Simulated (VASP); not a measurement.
# GaN (P6_3mc) in VASP: a series of runs, part 3 of 3

VASP 6.6.1.

**5. Single point, PBEsol (strain +0.000 along x and y, +0.015 along z)**

INCAR reads:

```
PREC     = Accurate       # precision mode
ENCUT    = 520            # plane-wave cutoff, eV
EDIFF    = 1E-6           # SCF threshold, eV
ISMEAR   = 0              # smearing method
SIGMA    = 0.05           # smearing width, eV
LREAL    = F              # projectors in reciprocal space
LASPH    = T              # aspherical terms in the spheres
NELM     = 60             # most SCF steps
ALGO     = Normal         # electronic algorithm
ISIF     = 2              # what is computed and relaxed
LWAVE    = F              # write WAVECAR
LCHARG   = F              # write CHGCAR
GGA      = PS             # functional
NBANDS   = 26             # bands
```

KPOINTS reads:

```
Automatic mesh
0
Gamma
  12 12 6
```

POSCAR reads:

```
GaN
1.0
    3.1825784872      0.0000000000      0.0000000000
   -1.5912892436      2.7561938194      0.0000000000
    0.0000000000      0.0000000000      5.2632074707
Ga N
2 2
Direct
    0.3333333333      0.6666666667      0.9991941071
    0.6666666667      0.3333333333      0.4991941071
    0.3333333333      0.6666666667      0.3758058929
    0.6666666667      0.3333333333      0.8758058929
```

Potentials or basis: VASP PAW PBE potentials, release 64 (Ga_d, N).

The run is started by

```bash
> cat potpaw_PBE.64/Ga_d/POTCAR potpaw_PBE.64/N/POTCAR > POTCAR
> mpirun -np 1 vasp_std > vasp.out
```

OUTCAR:

```text
PREC = Accurate
   ENCUT = 520
   EDIFF = 1E-6
   ISMEAR = 0
   LREAL = F
   LASPH = T
   NELM = 60
   ISIF = 2
   GGA = PS

 ion  position               nearest neighbor table
   1  0.333  0.667  0.999-   4 1.95   4 1.95   4 1.95   3 1.98
   2  0.667  0.333  0.499-   3 1.95   3 1.95   3 1.95   4 1.98
   3  0.333  0.667  0.376-   2 1.95   2 1.95   2 1.95   1 1.98
   4  0.667  0.333  0.876-   1 1.95   1 1.95   1 1.95   2 1.98

  LATTYP: Found a hexagonal cell.
 ALAT       =     3.1825784872
 C/A-ratio  =     1.6537557493

  Lattice vectors:

 A1 = (   3.1825784872,   0.0000000000,   0.0000000000)
 A2 = (  -1.5912892436,   2.7561938194,   0.0000000000)
 A3 = (   0.0000000000,   0.0000000000,   5.2632074707)

Analysis of symmetry for initial positions (statically):
=====================================================================
 Subroutine PRICEL returns:
 Original cell was already a primitive cell.

 Routine SETGRP: Setting up the symmetry group for a
 hexagonal supercell.

 Subroutine GETGRP returns: Found 12 space group operations
 (whereof  6 operations were pure point group operations)
 out of a pool of 24 trial point group operations.

The static configuration has the point symmetry C_3v.
 The point group associated with its full space group is C_6v.

Analysis of symmetry for dynamics (positions and initial velocities):
=====================================================================
 Subroutine PRICEL returns:
 Original cell was already a primitive cell.

 Routine SETGRP: Setting up the symmetry group for a
 hexagonal supercell.

 Subroutine GETGRP returns: Found 12 space group operations
 (whereof  6 operations were pure point group operations)
 out of a pool of 24 trial point group operations.

The dynamic configuration has the point symmetry C_3v.
 The point group associated with its full space group is C_6v.

 Subroutine INISYM returns: Found 12 space group operations
 (whereof  6 operations are pure point group operations),
 and found     1 'primitive' translations

----------------------------------------------------------------------------------------

                                     Primitive cell

  volume of cell :      46.1678

  direct lattice vectors                    reciprocal lattice vectors
     3.182578487  0.000000000  0.000000000     0.314210633  0.181409593  0.000000000
    -1.591289244  2.756193819  0.000000000     0.000000000  0.362819187  0.000000000
     0.000000000  0.000000000  5.263207471     0.000000000  0.000000000  0.189998210

  length of vectors
     3.182578487  3.182578487  5.263207471     0.362819187  0.362819187  0.189998210

  position of ions in fractional coordinates (direct lattice)
     0.333333333  0.666666667  0.999194107
     0.666666667  0.333333333  0.499194107
     0.333333333  0.666666667  0.375805893
     0.666666667  0.333333333  0.875805893

  ion indices of the primitive-cell ions
   primitive index   ion index
                 1           1
                 2           2
                 3           3
                 4           4

----------------------------------------------------------------------------------------

 KPOINTS: Automatic mesh

Automatic generation of k-mesh.
 Grid dimensions read from file:
 generate k-points for:   12   12    6

 Generating k-lattice:

  Cartesian coordinates                     Fractional coordinates (reciprocal lattice)
     0.026184219  0.015117466  0.000000000     0.083333333  0.000000000  0.000000000
     0.000000000  0.030234932  0.000000000     0.000000000  0.083333333  0.000000000
     0.000000000  0.000000000  0.031666368     0.000000000  0.000000000  0.166666667

  Length of vectors
     0.030234932  0.030234932  0.031666368

  Shift w.r.t. Gamma in fractional coordinates (k-lattice)
     0.000000000  0.000000000  0.000000000

 Subroutine IBZKPT returns following result:
 ===========================================

 Found     76 irreducible k-points:

 Following reciprocal coordinates:
            Coordinates               Weight
  0.000000  0.000000  0.000000      1.000000
  0.083333  0.000000  0.000000      6.000000
  0.166667  0.000000  0.000000      6.000000
  0.250000  0.000000  0.000000      6.000000
  0.333333  0.000000  0.000000      6.000000
  0.416667  0.000000  0.000000      6.000000
[... 16 lines left out ...]
  0.250000  0.000000  0.166667     12.000000
  0.333333  0.000000  0.166667     12.000000
 [... further k-points ...]
   k-points           NKPTS =     76   k-points in BZ     NKDIM =     76   number of bands    NBANDS=     26
   number of dos      NEDOS =    301   number of ions     NIONS =      4
   total plane-waves  NPLWV =  23040
   dimension x,y,z NGX =    24 NGY =   24 NGZ =   40
   dimension x,y,z NGXF=    48 NGYF=   48 NGZF=   80
   ions per type =               2   2
   NGX,Y,Z   is equivalent  to a cutoff of  12.54, 12.54, 12.63 a.u.
   NGXF,Y,Z  is equivalent  to a cutoff of  25.07, 25.07, 25.27 a.u.
 SYSTEM =  unknown system
   PREC   = accura    normal or accurate (medium, high low for compatibility)
   ISTART =      0    job   : 0-new  1-cont  2-samecut
   ICHARG =      2    charge: 1-file 2-atom 10-const
   ISPIN  =      1    spin polarized calculation?
   LNONCOLLINEAR =      F non collinear calculations
   LSORBIT =      F    spin-orbit coupling
   LASPH  =      T    aspherical Exc in radial PAW
   ENCUT  =  520.0 eV  38.22 Ry    6.18 a.u.   5.92  5.92  9.79*2*pi/ulx,y,z
   NELM   =     60;   NELMIN=  2; NELMDL= -5     # of ELM steps
   EDIFF  = 0.1E-05   stopping-criterion for ELM
   LREAL  =      F    real-space projection
   EDIFFG = 0.1E-04   stopping-criterion for IOM
   NSW    =      0    number of steps for IOM
   IBRION =     -1    ionic relax: 0-MD 1-quasi-New 2-CG
   NFREE  =      0    steps in history (QN), initial steepest desc. (CG)
   ISIF   =      2    stress and relaxation
   ISYM   =      2    0-nonsym 1-usesym 2-fastsym
   POTIM  = 0.5000    time-step for ionic-motion
   TEBEG  =    0.0;   TEEND  =   0.0 temperature during run
   PSTRESS=    0.0 pullay stress
   NELECT =      36.0000    total number of electrons
   NUPDOWN=      -1.0000    fix difference up-down
   EMIN   =  10.00;   EMAX   =-10.00  energy-range for DOS
   EFERMI =   0.00;   METHOD = LEGACY
   ISMEAR =     0;   SIGMA  =   0.05  broadening in eV -4-tet -1-fermi 0-gaus
   EFERMI_NEDOS =   21; number of points for ismear=-14 and -15
   IALGO  =     38    algorithm
   IMIX   =      4    mixing-type and parameters
     AMIX     =   0.40;   BMIX     =  1.00
     AMIX_MAG =   1.60;   BMIX_MAG =  1.00
  volume/ion in A,a.u.               =      11.54        77.89
  Fermi-wavevector in a.u.,A,eV,Ry     =   1.506824  2.847485 30.892282  2.270519
  Thomas-Fermi vector in A             =   2.617491
   LORBIT       =      0    0 simple, 1 ext, 2 COOP (PROOUT), +10 PAW based schemes
   GGA     = PS    functional components
   LHFCALC =     F    Hartree Fock is set to
   AEXX    =    0.0000 exact exchange contribution
   IVDW    =     0    specifies the selected vdW correction
   LEPSILON=     F    determine dielectric tensor
   LRPA    =     F    only Hartree local field effects (RPA)
 non-spin polarized calculation
 Gauss-broadening in eV      SIGMA  =   0.05
  energy-cutoff  :      520.00
  volume of cell :       46.17
 maximum number of plane-waves:      1278
 NGX is ok and might be reduce to    24
   NGX = 11   NGY = 11   NGZ = 19

 number of electron      35.9999979 magnetization

 Free energy of the ion-electron system (eV)
  ---------------------------------------------------
  ext. energy  EPLUGINS =         0.00000000
  ---------------------------------------------------
  free energy    TOTEN  =       -26.25483389 eV

  energy without entropy =      -26.25483389  energy(sigma->0) =      -26.25483389

 E-fermi :   5.3174     XC(G=0): -11.8495

 val. band max:        5.0917007947   @ k =   0.0000   0.0000   0.0000
 cond. band min:       6.8441262444   @ k =   0.0000   0.0000   0.0000
 fundamental gap:      1.7524254497
 Fermi energy:         5.3174282246

 k-point     1 :       0.0000    0.0000    0.0000
  band No.  band energies     occupation
      1     -10.8158      2.00000
      2      -9.9105      2.00000
      3      -8.3198      2.00000
      4      -8.3086      2.00000
      5      -8.3086      2.00000
      6      -8.2516      2.00000
[... 685 lines left out ...]
     25      16.2054      0.00000
     26      17.9009      0.00000

 [... further k-points ...]

------------------------ aborting loop because EDIFF is reached ----------------------------------------

  FORCE on cell =-STRESS in cart. coord.  units (eV):
  Direction    XX          YY          ZZ          XY          YZ          ZX
  --------------------------------------------------------------------------------------
  -------------------------------------------------------------------------------------
  Total       -0.2967904     -0.2967904     -1.8151136      0.0000000      0.0000000      0.0000000
  in kB      -10.2996158    -10.2996158    -62.9904955      0.0000000      0.0000000      0.0000000
  external PRESSURE =     -27.8632424 kB  Pullay stress =       0.0000000 kB

 VOLUME and BASIS-vectors are now :
 -----------------------------------------------------------------------------
  energy-cutoff  :      520.00
  volume of cell :       46.17
      direct lattice vectors                 reciprocal lattice vectors
     3.182578487  0.000000000  0.000000000     0.314210633  0.181409593  0.000000000
    -1.591289244  2.756193819  0.000000000     0.000000000  0.362819187  0.000000000
     0.000000000  0.000000000  5.263207471     0.000000000  0.000000000  0.189998210

 POSITION                                       TOTAL-FORCE (eV/Angst)
 -----------------------------------------------------------------------------------
     -0.00000      1.83746      5.25897         0.000000      0.000000      0.120504
      1.59129      0.91873      2.62736        -0.000000      0.000000      0.120504
     -0.00000      1.83746      1.97794         0.000000      0.000000     -0.120504
      1.59129      0.91873      4.60955        -0.000000      0.000000     -0.120504
 -----------------------------------------------------------------------------------
    total drift:                               -0.000001     -0.000001     -0.000280

  FREE ENERGIE OF THE ION-ELECTRON SYSTEM (eV)
  ---------------------------------------------------
  free  energy   TOTEN  =       -26.2548338862 eV

  energy  without entropy=      -26.2548338862  energy(sigma->0) =      -26.25483389
```

Wall time 73 s (1 thread of Intel Xeon Platinum 8488C (Sapphire Rapids), shared host); peak memory 0.21 GiB.

Results:

| Quantity | Value |
| --- | --- |
| Free energy | -26.2548 eV |
| Pressure | -2.8 GPa |
| Largest force | 0.121 eV/Å |
| Band gap on the k mesh | 1.75 eV, direct |

Forces in eV/Å, atoms in the order of the input:
```
Ga   0.000  0.000  0.121
Ga   0.000  0.000  0.121
N    0.000  0.000 -0.121
N    0.000  0.000 -0.121
```

Caveat: the cell differs from its parent crystal (strain +0.000 along x and y, +0.015 along z); the PAW data sets were made with another functional, which shifts forces and pressure a little.

**6. Summary**

| cell | gap on the mesh (eV) | pressure (GPa) | largest force (eV/Å) |
| --- | --- | --- | --- |
| a = 3.135, b = 3.135, c = 5.263 Å, angles 90.0, 90.0, 120.0°, 4 atoms | 1.89 | 3.1 | 0.29 |
| a = 3.135, b = 3.135, c = 5.341 Å, angles 90.0, 90.0, 120.0°, 4 atoms | 1.73 | 0.5 | 0.36 |
| a = 3.230, b = 3.230, c = 5.030 Å, angles 90.0, 90.0, 120.0°, 4 atoms | 1.90 | 0.5 | 0.55 |
| a = 3.183, b = 3.183, c = 5.263 Å, angles 90.0, 90.0, 120.0°, 4 atoms | 1.75 | -2.8 | 0.12 |

Alike in all rows: task single point; level PBEsol; potentials or basis VASP PAW PBE potentials, release 64 (Ga_d, N); no spin polarisation; k mesh 12 × 12 × 6; cutoff (eV) 520; smearing gaussian 0.05 eV.

Caveats: the PAW data sets were made with another functional, which shifts forces and pressure a little.

Total energies depend on the potentials used, so only differences within one code and one set of settings carry meaning.
